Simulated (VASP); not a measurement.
Crystal: TiN (rocksalt type).

```xyz
2
Lattice="0.0000 2.1544 2.1544 2.1544 0.0000 2.1544 2.1544 2.1544 0.0000" Properties=species:S:1:pos:R:3 pbc="T T T"
Ti    0.0000    0.0000    0.0000
N     2.1544    2.1544    2.1544
```

| Item | Value |
| --- | --- |
| Program | VASP 6.6.1 |
| Task | relaxation of cell and atoms |
| Functional | LDA |
| Potentials or basis | VASP PAW LDA potentials, release 64 (Ti_sv, N) |
| Cutoff | 600 eV |
| k mesh | 17 × 17 × 17 |
| Occupations | fermi-dirac, width 0.08 eV |
| Spin | no spin polarisation |

At the start: pressure -24.4 GPa; volume 10.00 Å³/atom.

Problem. How do energy, volume and symmetry change on relaxing?

Solution. Over 7 steps the energy falls by 74.2 meV/atom and the volume is 9.10 Å³/atom (-9.0 %); space group Fm-3m (No. 225, to 0.05 Å).

Step by step:
```csv
step,energy change (eV),largest force (eV/Å),pressure (GPa),volume (Å³)
1,0.0000,0.0000,-24.43,20.00
2,0.2162,0.0000,57.07,15.90
3,-0.1481,0.0000,-1.08,18.27
4,-0.1483,0.0000,-0.19,18.22
5,-0.1483,0.0000,0.42,18.18
6,-0.1483,0.0000,-0.50,18.24
7,-0.1484,0.0000,-0.02,18.21
```

Final structure:
```
Ti N
1.0
     0.00000    2.08799    2.08799
     2.08799    0.00000    2.08799
     2.08799    2.08799    0.00000
Ti N
1 1
Direct
  0.00000 0.00000 0.00000
  0.50000 0.50000 0.50000
```
